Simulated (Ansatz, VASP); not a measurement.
Two plane-wave programs on Be16H

```
Be H
1.0
    -2.29000   -3.96640    0.00000
     3.43500   -1.98320    0.00000
     0.00000    0.00000    7.17686
Be H
16 1
Direct
  0.75006 0.50775 0.99585
  0.49062 0.33820 0.25374
  0.74990 0.49520 0.50289
  0.49799 0.33445 0.75006
  0.49078 0.99555 0.99610
  0.24960 0.82848 0.25130
  0.49802 0.99886 0.49959
  0.24988 0.82976 0.74730
  0.24959 0.50532 0.99866
  0.00954 0.33785 0.25371
  0.24990 0.50414 0.50269
  0.00174 0.33459 0.75008
  0.00932 0.99599 0.99617
  0.75006 0.82427 0.25400
  0.00170 0.99871 0.49958
  0.74991 0.83761 0.74680
  0.74651 0.16493 0.12343
```

Alike in both runs: functional PBE; k mesh 4 × 4 × 3; occupations gaussian, width 0.1 eV; no spin polarisation.

Ansatz relaxed the structure, and its values are those at the end. VASP's run is a single point on that final structure, the one shown.

```csv
,VASP,Ansatz
version,VASP 6.6.1,Ansatz 0.2.0
potentials or method,"VASP PAW PBE potentials, release 64 (Be, H), cutoff 520 eV","scalar-relativistic, plane waves, PAW"
valence electrons in the cell,33,33
```

|  | VASP | Ansatz | Ansatz less VASP |
| --- | --- | --- | --- |
| rms of the force components (eV/Å) | 0.009 | 0.009 | -0.0001 |

The k mesh is coarse, so the values compare programs but aren't converged.
